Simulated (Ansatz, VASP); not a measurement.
## TaAs: VASP beside Ansatz

```
Ta As
1.0
    -1.76481    1.76481    5.98846
     1.76481   -1.76481    5.98846
     1.76481    1.76481   -5.98846
Ta As
2 2
Direct
  0.50016 0.00016 0.50000
  0.75016 0.75016 0.00000
  0.08243 0.58243 0.50000
  0.33243 0.33243 0.00000
```

Alike in both runs: task single point; functional PBE; k mesh 8 × 8 × 8; occupations fermi-dirac, width 0.02 eV; no spin polarisation.

|  | VASP | Ansatz |
| --- | --- | --- |
| version | VASP 6.6.1 | Ansatz 0.2.0 |
| potentials or method | VASP PAW PBE potentials, release 64 (Ta_pv, As) | plane waves, PAW |
| plane-wave cutoff (eV) | 520 | 420 |
| valence electrons in the cell | 32 | 56 |

Ansatz gave:

```
pressure (GPa)                                                : -9.1
traceless stress, the component that is largest in VASP (GPa) : 0.89
rms of the force components (eV/Å)                            : 0.017
```

Problem. What did VASP give for the same quantities?

Solution. Pressure (GPa): -8.7; traceless stress, the component that is largest in VASP (GPa): 0.84; rms of the force components (eV/Å): 0.016.

Atom by atom the forces differ by 0.001 eV/Å (rms over components). VASP's potentials hold 32 valence electrons a cell and Ansatz's 56, so a difference there can come from the potentials and not from the codes.

Spin-orbit coupling is off throughout.
